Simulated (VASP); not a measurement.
# Cu (I4/mmm) in VASP: single point with PBEsol

Aim: the single point of Cu with PBEsol.

Everything below comes from runs of VASP 6.6.1. Logs are shortened: lines on timing, memory, paths and dates and some standing lists are left out, and cuts for length are marked.

## (1) The cell of the first run

The structure is tetragonal, space group I4/mmm (No. 139). The conventional cell has a = 2.844 Å, b = 2.844 Å, c = 2.810 Å, α = 90.00°, β = 90.00°, γ = 90.00°. Cu (site symmetry 4/mmm) has 14 Cu at 2.45 to 2.84 Å within 3.2 Å.

## (2) Single point, PBEsol

INCAR

```
PREC = Accurate
ENCUT = 520
EDIFF = 1E-7
ISMEAR = 0
SIGMA = 0.15
LREAL = False
LASPH = True
NELM = 100
ALGO = Fast
ISIF = 2
LWAVE = False
LCHARG = False
GGA = PS
NBANDS = 12
```

KPOINTS

```
Automatic mesh
0
Gamma
  34 34 34
```

POSCAR

```
Cu
1.0
   -1.4217797220      1.4217797220      1.4049711508
    1.4217797220     -1.4217797220      1.4049711508
    1.4217797220      1.4217797220     -1.4049711508
Cu
1
Direct
    0.0000000000      0.0000000000      0.0000000000
```

Potentials or basis: VASP PAW PBE potentials, release 64 (Cu).

On the command line:

```
> cat potpaw_PBE.64/Cu/POTCAR > POTCAR
> mpirun -np 1 vasp_std > vasp.out
```

OUTCAR:

```text
PREC = Accurate
   ENCUT = 520
   EDIFF = 1E-7
   ISMEAR = 0
   LREAL = False
   LASPH = True
   NELM = 100
   ISIF = 2
   GGA = PS

 ion  position               nearest neighbor table
   1  0.000  0.000  0.000-

  LATTYP: Found a body centered tetragonal cell.
 ALAT       =     2.8435594440
 C/A-ratio  =     0.9881777951

  Lattice vectors:

 A1 = (  -1.4217797220,   1.4217797220,   1.4049711508)
 A2 = (   1.4217797220,  -1.4217797220,   1.4049711508)
 A3 = (   1.4217797220,   1.4217797220,  -1.4049711508)

Analysis of symmetry for initial positions (statically):
=====================================================================
 Subroutine PRICEL returns:
 Original cell was already a primitive cell.

 Routine SETGRP: Setting up the symmetry group for a
 body centered tetragonal supercell.

 Subroutine GETGRP returns: Found 16 space group operations
 (whereof 16 operations were pure point group operations)
 out of a pool of 16 trial point group operations.

The static configuration has the point symmetry D_4h.

Analysis of symmetry for dynamics (positions and initial velocities):
=====================================================================
 Subroutine PRICEL returns:
 Original cell was already a primitive cell.

 Routine SETGRP: Setting up the symmetry group for a
 body centered tetragonal supercell.

 Subroutine GETGRP returns: Found 16 space group operations
 (whereof 16 operations were pure point group operations)
 out of a pool of 16 trial point group operations.

The dynamic configuration has the point symmetry D_4h.

 Subroutine INISYM returns: Found 16 space group operations
 (whereof 16 operations are pure point group operations),
 and found     1 'primitive' translations

----------------------------------------------------------------------------------------

                                     Primitive cell

  volume of cell :      11.3604

  direct lattice vectors                    reciprocal lattice vectors
    -1.421779722  1.421779722  1.404971151     0.000000000  0.351671917  0.355879193
     1.421779722 -1.421779722  1.404971151     0.351671917  0.000000000  0.355879193
     1.421779722  1.421779722 -1.404971151     0.351671917  0.351671917  0.000000000

  length of vectors
     2.452928676  2.452928676  2.452928676     0.500323033  0.500323033  0.497339194

  position of ions in fractional coordinates (direct lattice)
     0.000000000  0.000000000  0.000000000

  ion indices of the primitive-cell ions
   primitive index   ion index
                 1           1

----------------------------------------------------------------------------------------

 KPOINTS: Automatic mesh

Automatic generation of k-mesh.
 Grid dimensions read from file:
 generate k-points for:   34   34   34

 Generating k-lattice:

  Cartesian coordinates                     Fractional coordinates (reciprocal lattice)
     0.000000000  0.010343292  0.010467035     0.029411765  0.000000000  0.000000000
     0.010343292  0.000000000  0.010467035     0.000000000  0.029411765  0.000000000
     0.010343292  0.010343292  0.000000000     0.000000000  0.000000000  0.029411765

  Length of vectors
     0.014715383  0.014715383  0.014627623

  Shift w.r.t. Gamma in fractional coordinates (k-lattice)
     0.000000000  0.000000000  0.000000000

 Subroutine IBZKPT returns following result:
 ===========================================

 Found   2844 irreducible k-points:

 Following reciprocal coordinates:
            Coordinates               Weight
  0.000000  0.000000  0.000000      1.000000
  0.029412 -0.000000  0.000000      8.000000
  0.058824 -0.000000  0.000000      8.000000
  0.088235  0.000000  0.000000      8.000000
  0.117647 -0.000000  0.000000      8.000000
  0.147059 -0.000000  0.000000      8.000000
[... 16 lines left out ...]
  0.147059  0.029412  0.000000     16.000000
  0.176471  0.029412  0.000000     16.000000
 [... further k-points ...]
   k-points           NKPTS =   2844   k-points in BZ     NKDIM =   2844   number of bands    NBANDS=     12
   number of dos      NEDOS =    301   number of ions     NIONS =      1
   total plane-waves  NPLWV =   5832
   dimension x,y,z NGX =    18 NGY =   18 NGZ =   18
   dimension x,y,z NGXF=    36 NGYF=   36 NGZF=   36
   ions per type =               1
   NGX,Y,Z   is equivalent  to a cutoff of  12.20, 12.20, 12.20 a.u.
   NGXF,Y,Z  is equivalent  to a cutoff of  24.40, 24.40, 24.40 a.u.
 SYSTEM =  unknown system
   PREC   = accura    normal or accurate (medium, high low for compatibility)
   ISTART =      0    job   : 0-new  1-cont  2-samecut
   ICHARG =      2    charge: 1-file 2-atom 10-const
   ISPIN  =      1    spin polarized calculation?
   LNONCOLLINEAR =      F non collinear calculations
   LSORBIT =      F    spin-orbit coupling
   LASPH  =      T    aspherical Exc in radial PAW
   ENCUT  =  520.0 eV  38.22 Ry    6.18 a.u.   4.56  4.56  4.56*2*pi/ulx,y,z
   NELM   =    100;   NELMIN=  2; NELMDL= -5     # of ELM steps
   EDIFF  = 0.1E-06   stopping-criterion for ELM
   LREAL  =      F    real-space projection
   EDIFFG = 0.1E-05   stopping-criterion for IOM
   NSW    =      0    number of steps for IOM
   IBRION =     -1    ionic relax: 0-MD 1-quasi-New 2-CG
   NFREE  =      0    steps in history (QN), initial steepest desc. (CG)
   ISIF   =      2    stress and relaxation
   ISYM   =      2    0-nonsym 1-usesym 2-fastsym
   POTIM  = 0.5000    time-step for ionic-motion
   TEBEG  =    0.0;   TEEND  =   0.0 temperature during run
   PSTRESS=    0.0 pullay stress
   NELECT =      11.0000    total number of electrons
   NUPDOWN=      -1.0000    fix difference up-down
   EMIN   =  10.00;   EMAX   =-10.00  energy-range for DOS
   EFERMI =   0.00;   METHOD = LEGACY
   ISMEAR =     0;   SIGMA  =   0.15  broadening in eV -4-tet -1-fermi 0-gaus
   EFERMI_NEDOS =   21; number of points for ismear=-14 and -15
   IALGO  =     68    algorithm
   IMIX   =      4    mixing-type and parameters
     AMIX     =   0.40;   BMIX     =  1.00
     AMIX_MAG =   1.60;   BMIX_MAG =  1.00
  volume/ion in A,a.u.               =      11.36        76.66
  Fermi-wavevector in a.u.,A,eV,Ry     =   1.619602  3.060605 35.689600  2.623112
  Thomas-Fermi vector in A             =   2.713677
   LORBIT       =      0    0 simple, 1 ext, 2 COOP (PROOUT), +10 PAW based schemes
   GGA     = PS    functional components
   LHFCALC =     F    Hartree Fock is set to
   AEXX    =    0.0000 exact exchange contribution
   IVDW    =     0    specifies the selected vdW correction
   LEPSILON=     F    determine dielectric tensor
   LRPA    =     F    only Hartree local field effects (RPA)
 non-spin polarized calculation
 RMM-DIIS sequential band-by-band and
 Gauss-broadening in eV      SIGMA  =   0.15
  energy-cutoff  :      520.00
  volume of cell :       11.36
 maximum number of plane-waves:       321
   NGX =  9   NGY =  9   NGZ =  9

 number of electron      10.9999994 magnetization

 Free energy of the ion-electron system (eV)
  ---------------------------------------------------
  ext. energy  EPLUGINS =         0.00000000
  ---------------------------------------------------
  free energy    TOTEN  =        -4.27216494 eV

  energy without entropy =       -4.26824698  energy(sigma->0) =       -4.27020596

 E-fermi :   7.8842     XC(G=0): -13.1375

 val. band max:        7.8810620019   @ k =   0.3235   0.1176   0.0588
 cond. band min:       7.8856413369   @ k =   0.3529   0.1176   0.0294
 fundamental gap:      0.0045793350
 Fermi energy:         7.8842498476

 k-point     1 :       0.0000    0.0000    0.0000
  band No.  band energies     occupation
      1      -1.7936      2.00000
      2       4.6284      2.00000
      3       4.6772      2.00000
      4       4.6772      2.00000
      5       5.7161      2.00000
      6       5.7675      2.00000
      7      33.2148      0.00000
      8      33.2149      0.00000
      9      33.4945      0.00000
     10      37.1157      0.00000
     11      37.1239      0.00000
     12      37.3170      0.00000

 k-point     2 :       0.0294   -0.0000    0.0000
  band No.  band energies     occupation
      1      -1.7591      2.00000
      2       4.6300      2.00000
      3       4.6768      2.00000
      4       4.6824      2.00000
      5       5.7149      2.00000
      6       5.7626      2.00000
      7      32.9173      0.00000
      8      33.1255      0.00000
      9      33.3067      0.00000
     10      36.4047      0.00000
     11      36.4341      0.00000
     12      36.5665      0.00000

 k-point     3 :       0.0588   -0.0000    0.0000
  band No.  band energies     occupation
      1      -1.6558      2.00000
      2       4.6194      2.00000
      3       4.6754      2.00000
      4       4.7136      2.00000
      5       5.7087      2.00000
      6       5.7514      2.00000
      7      31.9215      0.00000
      8      32.8861      0.00000
      9      32.9544      0.00000
     10      35.4082      0.00000
     11      35.6773      0.00000
     12      35.9835      0.00000
[... 286 lines left out ...]
 k-point    23 :       0.1471    0.0294    0.0000
  band No.  band energies     occupation
      1      -0.7489      2.00000
      2       4.4656      2.00000
      3       4.6275      2.00000
      4       5.0597      2.00000
      5       5.6172      2.00000
      6       5.7523      2.00000
      7      26.5855      0.00000
      8      30.0240      0.00000
      9      31.5017      0.00000
     10      32.1784      0.00000
     11      34.3999      0.00000
     12      36.0950      0.00000

 k-point    24 :       0.1765    0.0294    0.0000
  band No.  band energies     occupation
      1      -0.3633      2.00000
      2       4.4006      2.00000
      3       4.6061      2.00000
      4       5.2033      2.00000
      5       5.5946      2.00000
      6       5.7636      2.00000
      7      24.9816      0.00000
      8      29.3347      0.00000
      9      30.6522      0.00000
     10      31.7739      0.00000
     11      34.0539      0.00000
     12      36.5260      0.00000

 [... further k-points ...]
[... 5 lines left out ...]
  --------------------------------------------------------------------------------------
  -------------------------------------------------------------------------------------
  Total        0.0764625      0.0764625      0.0688962      0.0000000      0.0000000      0.0000000
  in kB       10.7836772     10.7836772      9.7165852      0.0000000      0.0000000      0.0000000
  external PRESSURE =      10.4279799 kB  Pullay stress =       0.0000000 kB

 VOLUME and BASIS-vectors are now :
 -----------------------------------------------------------------------------
  energy-cutoff  :      520.00
  volume of cell :       11.36
      direct lattice vectors                 reciprocal lattice vectors
    -1.421779722  1.421779722  1.404971151     0.000000000  0.351671917  0.355879193
     1.421779722 -1.421779722  1.404971151     0.351671917  0.000000000  0.355879193
     1.421779722  1.421779722 -1.404971151     0.351671917  0.351671917  0.000000000

 POSITION                                       TOTAL-FORCE (eV/Angst)
 -----------------------------------------------------------------------------------
      0.00000      0.00000      0.00000         0.000000     -0.000000      0.000000
 -----------------------------------------------------------------------------------
    total drift:                                0.000000     -0.000000      0.000000

  FREE ENERGIE OF THE ION-ELECTRON SYSTEM (eV)
  ---------------------------------------------------
  free  energy   TOTEN  =        -4.2721649433 eV

  energy  without entropy=       -4.2682469849  energy(sigma->0) =       -4.27020596
```

It took 7.5 min on 1 thread of AMD EPYC 7R43 (Zen 3), shared host; peak memory 0.4 GiB.

Results:

```
Free energy : -4.2722 eV
Pressure    : 1.0 GPa
```

Stress tensor (GPa, compression positive):
```
1.08 0.00 0.00
0.00 1.08 0.00
0.00 0.00 0.97
```

Caveat: the PAW data sets were made with another functional, which shifts forces and pressure a little.
